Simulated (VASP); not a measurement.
# C (Fd-3m) in VASP: a series of runs

The runs below take C through single point, relaxation of the atoms, with PBE.

Program: VASP 6.6.1. These are calculated values, not measurements. Logs are shortened: lines on timing, memory, paths and dates and some standing lists are left out, and cuts for length are marked.

## (1) The cell of the first run

It takes space group Fd-3m (No. 227, cubic). Conventional cell: a = 3.531 Å, b = 3.531 Å, c = 3.531 Å, α = 90.00°, β = 90.00°, γ = 90.00°. Within 2.0 Å of C (site symmetry -43m) lie 4 C at 1.53 Å.

## (2) Single point, PBE (strained cell)

The input, INCAR:

```
SYSTEM = C
PREC = Accurate ; ENCUT = 520
EDIFF = 1E-6 ; ISMEAR = 0
SIGMA = 0.02 ; LREAL = .FALSE.
LASPH = .TRUE. ; NELM = 80
ALGO = Normal ; ISIF = 2
LWAVE = .FALSE. ; LCHARG = .FALSE.
GGA = PE ; NBANDS = 11
```

The input, KPOINTS:

```
regular mesh
0
G
  12 12 12
  0 0 0
```

The input, POSCAR:

```
C
1.0
    0.0000000000      1.7657330687      1.7657330687
    1.7657330687      0.0000000000      1.7657330687
    1.7657330687      1.7657330687      0.0000000000
C
2
Direct
    0.5000000000      0.5000000000      0.5000000000
    0.7500000000      0.7500000000      0.7500000000
```

Potentials or basis: VASP PAW PBE potentials, release 64 (C).

Command:

```
> cat potpaw_PBE.64/C/POTCAR > POTCAR
> mpirun -np 1 vasp_std > vasp.out
```

OUTCAR:

```text
SYSTEM = C
   PREC = Accurate
   ENCUT = 520
   EDIFF = 1E-6
   ISMEAR = 0
   LREAL = .FALSE.
   LASPH = .TRUE.
   NELM = 80
   ISIF = 2
   GGA = PE

 ion  position               nearest neighbor table
   1  0.500  0.500  0.500-   2 1.53   2 1.53   2 1.53   2 1.53
   2  0.750  0.750  0.750-   1 1.53   1 1.53   1 1.53   1 1.53

  LATTYP: Found a face centered cubic cell.
 ALAT       =     3.5314661374

  Lattice vectors:

 A1 = (   0.0000000000,   1.7657330687,   1.7657330687)
 A2 = (   1.7657330687,   0.0000000000,   1.7657330687)
 A3 = (   1.7657330687,   1.7657330687,   0.0000000000)

Analysis of symmetry for initial positions (statically):
=====================================================================
 Subroutine PRICEL returns:
 Original cell was already a primitive cell.

 Routine SETGRP: Setting up the symmetry group for a
 face centered cubic supercell.

 Subroutine GETGRP returns: Found 48 space group operations
 (whereof 24 operations were pure point group operations)
 out of a pool of 48 trial point group operations.

The static configuration has the point symmetry T_d .
 The point group associated with its full space group is O_h .

Analysis of symmetry for dynamics (positions and initial velocities):
=====================================================================
 Subroutine PRICEL returns:
 Original cell was already a primitive cell.

 Routine SETGRP: Setting up the symmetry group for a
 face centered cubic supercell.

 Subroutine GETGRP returns: Found 48 space group operations
 (whereof 24 operations were pure point group operations)
 out of a pool of 48 trial point group operations.

The dynamic configuration has the point symmetry T_d .
 The point group associated with its full space group is O_h .

 Subroutine INISYM returns: Found 48 space group operations
 (whereof 24 operations are pure point group operations),
 and found     1 'primitive' translations

----------------------------------------------------------------------------------------

                                     Primitive cell

  volume of cell :      11.0105

  direct lattice vectors                    reciprocal lattice vectors
     0.000000000  1.765733069  1.765733069    -0.283168509  0.283168509  0.283168509
     1.765733069  0.000000000  1.765733069     0.283168509 -0.283168509  0.283168509
[... 91 lines left out ...]
   ISIF   =      2    stress and relaxation
   ISYM   =      2    0-nonsym 1-usesym 2-fastsym
   POTIM  = 0.5000    time-step for ionic-motion
   TEBEG  =    0.0;   TEEND  =   0.0 temperature during run
   PSTRESS=    0.0 pullay stress
   NELECT =       8.0000    total number of electrons
   NUPDOWN=      -1.0000    fix difference up-down
   EMIN   =  10.00;   EMAX   =-10.00  energy-range for DOS
   EFERMI =   0.00;   METHOD = LEGACY
   ISMEAR =     0;   SIGMA  =   0.02  broadening in eV -4-tet -1-fermi 0-gaus
   EFERMI_NEDOS =   21; number of points for ismear=-14 and -15
   IALGO  =     38    algorithm
   IMIX   =      4    mixing-type and parameters
     AMIX     =   0.40;   BMIX     =  1.00
     AMIX_MAG =   1.60;   BMIX_MAG =  1.00
  volume/ion in A,a.u.               =       5.51        37.15
  Fermi-wavevector in a.u.,A,eV,Ry     =   1.471758  2.781220 29.471199  2.166072
  Thomas-Fermi vector in A             =   2.586855
   LORBIT       =      0    0 simple, 1 ext, 2 COOP (PROOUT), +10 PAW based schemes
   GGA     = PE    functional components
   LHFCALC =     F    Hartree Fock is set to
   AEXX    =    0.0000 exact exchange contribution
   IVDW    =     0    specifies the selected vdW correction
   LEPSILON=     F    determine dielectric tensor
   LRPA    =     F    only Hartree local field effects (RPA)
 non-spin polarized calculation
 Gauss-broadening in eV      SIGMA  =   0.02
  energy-cutoff  :      520.00
  volume of cell :       11.01
 maximum number of plane-waves:       310
   NGX =  9   NGY =  9   NGZ =  9

 number of electron       7.9999999 magnetization

 Free energy of the ion-electron system (eV)
  ---------------------------------------------------
  ext. energy  EPLUGINS =         0.00000000
  ---------------------------------------------------
  free energy    TOTEN  =       -18.16545241 eV

  energy without entropy =      -18.16545241  energy(sigma->0) =      -18.16545241

 E-fermi :  10.4262     XC(G=0): -13.4011

 val. band max:       10.1662260540   @ k =   0.0000   0.0000   0.0000
 cond. band min:      14.3875943436   @ k =   0.3333   0.3333   0.0000
 fundamental gap:      4.2213682895
 Fermi energy:        10.4262184745

 k-point     1 :       0.0000    0.0000    0.0000
  band No.  band energies     occupation
      1     -11.7161      2.00000
      2      10.1662      2.00000
      3      10.1662      2.00000
      4      10.1662      2.00000
      5      15.8384      0.00000
      6      15.8384      0.00000
      7      15.8384      0.00000
      8      24.1884      0.00000
      9      29.8463      0.00000
     10      37.0307      0.00000
     11      37.0307      0.00000
[... 309 lines left out ...]
 k-point    24 :      -0.4167    0.1667    0.0000
  band No.  band energies     occupation
      1      -5.3636      2.00000
      2      -2.6596      2.00000
      3       4.5662      2.00000
      4       6.4747      2.00000
      5      17.8271      0.00000
      6      20.5901      0.00000
      7      21.7626      0.00000
      8      25.9686      0.00000
      9      29.9612      0.00000
     10      34.6888      0.00000
     11      35.3130      0.00000

 [... further k-points ...]

------------------------ aborting loop because EDIFF is reached ----------------------------------------

  FORCE on cell =-STRESS in cart. coord.  units (eV):
  Direction    XX          YY          ZZ          XY          YZ          ZX
  --------------------------------------------------------------------------------------
  -------------------------------------------------------------------------------------
  Total        1.1285868      1.1285868      1.1285868     -0.0000000     -0.0000000      0.0000000
  in kB      164.2254212    164.2254212    164.2254212     -0.0000000     -0.0000000      0.0000000
  external PRESSURE =     164.2254212 kB  Pullay stress =       0.0000000 kB

 VOLUME and BASIS-vectors are now :
 -----------------------------------------------------------------------------
  energy-cutoff  :      520.00
  volume of cell :       11.01
      direct lattice vectors                 reciprocal lattice vectors
     0.000000000  1.765733069  1.765733069    -0.283168509  0.283168509  0.283168509
     1.765733069  0.000000000  1.765733069     0.283168509 -0.283168509  0.283168509
     1.765733069  1.765733069  0.000000000     0.283168509  0.283168509 -0.283168509

 POSITION                                       TOTAL-FORCE (eV/Angst)
 -----------------------------------------------------------------------------------
      1.76573      1.76573      1.76573        -0.000000      0.000000      0.000000
      2.64860      2.64860      2.64860         0.000000     -0.000000     -0.000000
 -----------------------------------------------------------------------------------
    total drift:                                0.000000     -0.000000      0.000000

  FREE ENERGIE OF THE ION-ELECTRON SYSTEM (eV)
  ---------------------------------------------------
  free  energy   TOTEN  =       -18.1654524133 eV

  energy  without entropy=      -18.1654524133  energy(sigma->0) =      -18.16545241
```

OSZICAR:

```text
N       E                     dE             d eps       ncg     rms          rms(c)
DAV:   1     0.632858507258E+00    0.63286E+00   -0.48611E+03  1696   0.703E+02
DAV:   2    -0.185328473626E+02   -0.19166E+02   -0.18668E+02  2072   0.128E+02
DAV:   3    -0.188632133473E+02   -0.33037E+00   -0.32961E+00  1842   0.126E+01
DAV:   4    -0.188636919420E+02   -0.47859E-03   -0.47858E-03  1680   0.594E-01
DAV:   5    -0.188636924641E+02   -0.52210E-06   -0.52207E-06  1835   0.184E-02    0.578E+00
DAV:   6    -0.183397221364E+02    0.52397E+00   -0.27336E-01  1623   0.371E+00    0.345E+00
DAV:   7    -0.181634877394E+02    0.17623E+00   -0.33185E-01  1701   0.413E+00    0.807E-01
DAV:   8    -0.181653936975E+02   -0.19060E-02   -0.92354E-03  1664   0.722E-01    0.448E-02
DAV:   9    -0.181654316199E+02   -0.37922E-04   -0.62390E-05  1859   0.636E-02    0.252E-02
DAV:  10    -0.181654523212E+02   -0.20701E-04   -0.15047E-05  1680   0.345E-02    0.538E-03
DAV:  11    -0.181654524133E+02   -0.92120E-07   -0.24806E-07  1396   0.461E-03
   1 F= -.18165452E+02 E0= -.18165452E+02  d E =-.794765E-78
```

stdout:

```text
POSCAR found type information on POSCAR C
 POSCAR found :  1 types and       2 ions
 scaLAPACK will be used
 LDA part: xc-table for (Slater+PW92), standard interpolation
 POSCAR, INCAR and KPOINTS ok, starting setup
 FFT: planning ... GRIDC
 FFT: planning ... GRID_SOFT
 FFT: planning ... GRID
 WAVECAR not read
 entering main loop
```

Wall time 17 s (1 thread of Intel Xeon 8259CL, shared host); peak memory 0.12 GiB.

Results:

```
Free energy            : -18.1655 eV
Pressure               : 16.4 GPa
Band gap on the k mesh : 4.22 eV, indirect (least direct gap 5.67 eV)
```

Caveat: the cell differs from its parent crystal (strained cell). A k mesh can miss the band edges.

## (3) Relaxation of the atoms, PBE (strained cell)

The input, INCAR:

```
SYSTEM = C
PREC = Accurate
ENCUT = 520
EDIFF = 1E-6
ISMEAR = 0
SIGMA = 0.02
LREAL = .FALSE.
LASPH = .TRUE.
NELM = 80
ALGO = Normal
ISIF = 2
LWAVE = .FALSE.
LCHARG = .FALSE.
GGA = PE
IBRION = 2
NSW = 60
EDIFFG = -0.002
```

KPOINTS is that of step 2.

POSCAR is that of step 2.

Potentials or basis: VASP PAW PBE potentials, release 64 (C).

Command:

```
> cat potpaw_PBE.64/C/POTCAR > POTCAR
> mpirun -np 1 vasp_std > vasp.out
```

It used 11 s of CPU time on 1 thread of Intel Xeon 8259CL, with other jobs on the host.

The run converged. Its results:

```yaml
Free_energy: -18.1655 eV
Pressure_after_relaxing: 16.4 GPa
Band_gap_on_the_k_mesh: 4.22 eV, indirect (least direct gap 5.67 eV)
```

Final structure:
```cif
data_structure
_symmetry_space_group_name_H-M 'P 1'
_symmetry_Int_Tables_number 1
_cell_length_a 2.4971
_cell_length_b 2.4971
_cell_length_c 2.4971
_cell_angle_alpha 60.000
_cell_angle_beta 60.000
_cell_angle_gamma 60.000
_cell_volume 11.01
loop_
_atom_site_label
_atom_site_type_symbol
_atom_site_fract_x
_atom_site_fract_y
_atom_site_fract_z
_atom_site_occupancy
C1 C 0.50000 0.50000 0.50000 1
C2 C 0.75000 0.75000 0.75000 1
```

Levels at points of the mesh, in eV from the valence-band top:
```
           k point  band 1  band 2  band 3  band 4  band 5  band 6  band 7  band 8
(0.00, 0.00, 0.00)  -21.88    0.00    0.00    0.00    5.67    5.67    5.67   14.02
(0.50, 0.00, 0.00)  -15.93  -13.71   -2.88   -2.88    8.58    8.58    9.26   15.97
(0.50, 0.50, 0.00)  -12.98  -12.98   -6.48   -6.48    4.82    4.82   17.27   17.27
```

Caveat: the cell differs from its parent crystal (strained cell); the relaxation stopped at its first step, so nothing moved. A k mesh can miss the band edges.
